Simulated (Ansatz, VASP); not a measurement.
# One calculation of Cu, two programs

File INCAR:

```
PREC     = Accurate       # precision mode
ENCUT    = 600            # plane-wave cutoff, eV
EDIFF    = 1E-6           # SCF threshold, eV
ISMEAR   = -1             # smearing method
SIGMA    = 0.05           # smearing width, eV
LREAL    = F              # projectors in reciprocal space
LASPH    = T              # aspherical terms in the spheres
NELM     = 60             # most SCF steps
ALGO     = Normal         # electronic algorithm
ISIF     = 3              # what is computed and relaxed
LWAVE    = F              # write WAVECAR
LCHARG   = F              # write CHGCAR
GGA      = PE             # functional
IBRION   = 2              # ionic algorithm
NSW      = 45             # ionic steps
EDIFFG   = -0.005         # ionic threshold
```

KPOINTS

```
Automatic mesh
0
Gamma
  18 18 10
```

The input POSCAR:

```
Cu
1.0
    2.5678168448      0.0000000000      0.0000000000
   -1.2839084224      2.2237946199      0.0000000000
    0.0000000000      0.0000000000      4.1954803596
Cu
2
Direct
    0.3333333333      0.6666666667      0.2500000000
    0.6666666667      0.3333333333      0.7500000000
```

Input for Ansatz:

```yaml
crystal:
  lattice:
    - [2.5678168448, 0.0, 0.0]
    - [-1.2839084224, 2.2237946199, 0.0]
    - [0.0, 0.0, 4.1954803596]
  atoms:
    - { symbol: Cu, position: [0.3333333333, 0.6666666667, 0.25] }
    - { symbol: Cu, position: [0.6666666667, 0.3333333333, 0.75] }
kpoints:
  mp_grid: { grid: [18, 18, 10] }
scf:
  occupations: { method: fermi_dirac, width: 0.05 }
hamiltonian:
  xc: pbe
  pseudopotentials: { kind: all_electron, lapw: { basis_error: 0.0005 } }
output:
  forces: true
  stress: true
  eigenvalues: true
  populations: true
relax:
  f_tol: 0.005
  max_steps: 25
  cell: {}
```

Alike in both runs: task relaxation of cell and atoms; functional PBE; k mesh 18 × 18 × 10; occupations fermi-dirac, width 0.05 eV; no spin polarisation.

```csv
,VASP,Ansatz
version,VASP 6.6.1,Ansatz 0.2.0
potentials or method,"VASP PAW PBE potentials, release 64 (Cu), cutoff 600 eV","all-electron LAPW, scalar-relativistic"
```

|  | VASP | Ansatz | Ansatz less VASP |
| --- | --- | --- | --- |
| relaxed volume (Å³/atom) | 12.03 | 11.98 | -0.053 |
| relaxed cell length with the largest relative difference (Å) | 2.571 | 2.568 | -0.0039 |

Ansatz ran all-electron here, and VASP with PAW potentials.
